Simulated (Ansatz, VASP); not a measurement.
# Two plane-wave programs on Ge2Sb2Te5

The input INCAR:

```
SYSTEM = Ge2Sb2Te5
ALGO = Normal
EDIFF = 1E-6
ENCUT = 520
GGA = PE
ISIF = 2
ISMEAR = 0
LASPH = .TRUE.
LCHARG = .FALSE.
LREAL = .FALSE.
LWAVE = .FALSE.
NBANDS = 44
NELM = 60
PREC = Accurate
SIGMA = 0.03
```

File KPOINTS:

```
k-points
0
G
  12 12 2
  0 0 0
```

File POSCAR:

```
Ge2Sb2Te5
1.0
    4.2737761270      0.0000000000      0.0000000000
   -2.1368880635      3.7011986961      0.0000000000
    0.0000000000      0.0000000000     15.1248937133
Ge Sb Te
2 2 5
Direct
    0.0000000000      0.0000000000      0.3313200918
    0.0000000000      0.0000000000      0.6686799082
    0.3333333333      0.6666666667      0.1120971408
    0.6666666667      0.3333333333      0.8879028592
    0.0000000000      0.0000000000      0.0000000000
    0.3333333333      0.6666666667      0.7914345914
    0.6666666667      0.3333333333      0.2085654086
    0.3333333333      0.6666666667      0.4096023866
    0.6666666667      0.3333333333      0.5903976134
```

Input for Ansatz:

```yaml
crystal:
  lattice:
    - [4.273776127, 0.0, 0.0]
    - [-2.1368880635, 3.7011986961, 0.0]
    - [0.0, 0.0, 15.1248937133]
  atoms:
    - { symbol: Ge, position: [0.0, 0.0, 0.3313200918] }
    - { symbol: Ge, position: [0.0, 0.0, 0.6686799082] }
    - { symbol: Sb, position: [0.3333333333, 0.6666666667, 0.1120971408] }
    - { symbol: Sb, position: [0.6666666667, 0.3333333333, 0.8879028592] }
    - { symbol: Te, position: [0.0, 0.0, 0.0] }
    - { symbol: Te, position: [0.3333333333, 0.6666666667, 0.7914345914] }
    - { symbol: Te, position: [0.6666666667, 0.3333333333, 0.2085654086] }
    - { symbol: Te, position: [0.3333333333, 0.6666666667, 0.4096023866] }
    - { symbol: Te, position: [0.6666666667, 0.3333333333, 0.5903976134] }
basis:
  ecutwfc: 420
kpoints:
  mp_grid: { grid: [12, 12, 2] }
hamiltonian:
  xc: pbe
scf:
  occupations: { method: gaussian, width: 0.03 }
output:
  forces: true
  stress: true
  eigenvalues: true
```

Alike in both runs: task single point; functional PBE; k mesh 12 × 12 × 2; occupations gaussian, width 0.03 eV; no spin polarisation.

|  | VASP | Ansatz |
| --- | --- | --- |
| version | VASP 6.6.1 | Ansatz 0.2.0 |
| potentials or method | VASP PAW PBE potentials, release 64 (Ge_d, Sb, Te), cutoff 520 eV | scalar-relativistic, plane waves, PAW |
| valence electrons in the cell | 68 | 138 |

Ansatz gave:

* gap on the k mesh at the Fermi level (eV): none
* pressure (GPa): 10.4
* traceless stress, the component that is largest in VASP (GPa): 1.50
* rms of the force components (eV/Å): 0.512

Problem. What did VASP give for the same quantities?

Solution. gap on the k mesh at the Fermi level (eV): none; pressure (GPa): 10.4; traceless stress, the component that is largest in VASP (GPa): 1.42; rms of the force components (eV/Å): 0.522.

Atom by atom the forces differ by 0.012 eV/Å (rms over components). A gap of «none» marks a metal or a gap that the smearing closes. VASP's potentials hold 68 valence electrons a cell and Ansatz's 138, so a difference there can come from the potentials and not from the codes.

Neither program's run includes spin-orbit coupling.
